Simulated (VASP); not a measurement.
Runs of VASP 6.6.1 on P. The structure is that of space group Im-3m (No. 229), or close to it. The cells are those of the table. This isn't the form of P at room conditions, which is orthorhombic.

```tsv
task	cell	cutoff (eV)	gap on the mesh (eV)	pressure (GPa)
single point	a = 2.625 Å, angles 109.5°, 1 atom	520	none	(a)
relaxation of cell and atoms	relaxed to 2.2 GPa from a = 2.624 Å, angles 109.5°, 1 atom	600	none	2.2
single point	a = 2.624 Å, angles 109.5°, 1 atom	520	none	2.0
relaxation of cell and atoms	relaxed to 2.2 GPa from a = 2.637 Å, angles 109.5°, 1 atom	600	none	2.2
```

Alike in all rows: level PBE; potentials or basis VASP PAW PBE potentials, release 64 (P); no spin polarisation; k mesh 17 × 17 × 17; smearing fermi-dirac 0.05 eV.

Problem. Estimate the missing entries.

Solution. (a) 1.9.

Caveats: the cell is relaxed towards a set pressure, so the run minimises the enthalpy, not the energy (at least some runs).

A gap of «none» marks levels without a gap at the run's occupations.
